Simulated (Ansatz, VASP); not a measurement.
One calculation of ZnRhC4N4, two programs

INCAR

```
SYSTEM = ZnRhC4N4
PREC = Accurate ; ENCUT = 520
EDIFF = 1E-6 ; ISMEAR = 0
SIGMA = 0.1 ; LREAL = .FALSE.
LASPH = .TRUE. ; NELM = 150
ALGO = Normal ; ISIF = 2
LWAVE = .FALSE. ; LCHARG = .FALSE.
ISPIN = 2 ; MAGMOM = 0 1 0 0 0 0 0 0 0 0
LORBIT = 11 ; LMAXMIX = 4
GGA = PE ; NBANDS = 46
```

KPOINTS

```
Automatic mesh
0
G
  4 4 4
  0 0 0
```

File POSCAR:

```
ZnRhC4N4
1.0
    5.8826218900      0.0000000000      0.0000000000
    0.0000000000      5.8826218900      0.0000000000
    0.0000000000      0.0000000000      5.8826218900
Zn Rh C N
1 1 4 4
Direct
    0.0000000000      0.0000000000      0.0000000000
    0.5000000000      0.5000000000      0.5000000000
    0.1881440800      0.1881440800      0.1881440800
    0.1881440800      0.8118559200      0.8118559200
    0.8118559200      0.1881440800      0.8118559200
    0.8118559200      0.8118559200      0.1881440800
    0.3029738000      0.3029738000      0.3029738000
    0.3029738000      0.6970262000      0.6970262000
    0.6970262000      0.3029738000      0.6970262000
    0.6970262000      0.6970262000      0.3029738000
```

Input for Ansatz:

```yaml
crystal:
  lattice:
    - [5.88262189, 0.0, 0.0]
    - [0.0, 5.88262189, 0.0]
    - [0.0, 0.0, 5.88262189]
  atoms:
    - { symbol: Zn, position: [0.0, 0.0, 0.0] }
    - { symbol: Rh, position: [0.5, 0.5, 0.5], spin: 1.0 }
    - { symbol: C, position: [0.18814408, 0.18814408, 0.18814408] }
    - { symbol: C, position: [0.18814408, 0.81185592, 0.81185592] }
    - { symbol: C, position: [0.81185592, 0.18814408, 0.81185592] }
    - { symbol: C, position: [0.81185592, 0.81185592, 0.18814408] }
    - { symbol: "N", position: [0.3029738, 0.3029738, 0.3029738] }
    - { symbol: "N", position: [0.3029738, 0.6970262, 0.6970262] }
    - { symbol: "N", position: [0.6970262, 0.3029738, 0.6970262] }
    - { symbol: "N", position: [0.6970262, 0.6970262, 0.3029738] }
basis:
  ecutwfc: 420
kpoints:
  mp_grid: { grid: [4, 4, 4] }
hamiltonian:
  xc: pbe
scf:
  occupations: { method: gaussian, width: 0.1 }
  lower_state_search: "off"
output:
  forces: true
  stress: true
  eigenvalues: true
  populations: true
magnetization:
  spin_polarized: true
```

Alike in both runs: task single point; functional PBE; k mesh 4 × 4 × 4; occupations gaussian, width 0.1 eV; collinear spin.

|  | VASP | Ansatz |
| --- | --- | --- |
| version | VASP 6.6.1 | Ansatz 0.2.0 |
| potentials or method | VASP PAW PBE potentials, release 64 (Zn, Rh_pv, C, N), cutoff 520 eV | scalar-relativistic, plane waves, PAW |
| valence electrons in the cell | 63 | 65 |

|  | VASP | Ansatz | Ansatz less VASP |
| --- | --- | --- | --- |
| gap on the k mesh at the Fermi level (eV) | 1.09 | 1.09 | +0.005 |
| least direct gap on the mesh (eV) | 1.26 | 1.26 | +0.006 |
| pressure (GPa) | 3.6 | 3.2 | -0.39 |
| rms of the force components (eV/Å) | 0.362 | 0.530 | +0.1676 |
| net moment per atom (μB) | 0.30 | 0.30 | 0.000 |
| size of the moment on the site where the two differ most (μB) | 2.03 | 1.61 | -0.422 |

Site moments also hang on the region over which each program counts them. Atom by atom the forces differ by 0.186 eV/Å (rms over components). VASP's potentials hold 63 valence electrons a cell and Ansatz's 65, so a difference there can come from the potentials and not from the codes.

Noted on VASP's run: the standard files for N, O and F lose accuracy on very short bonds.
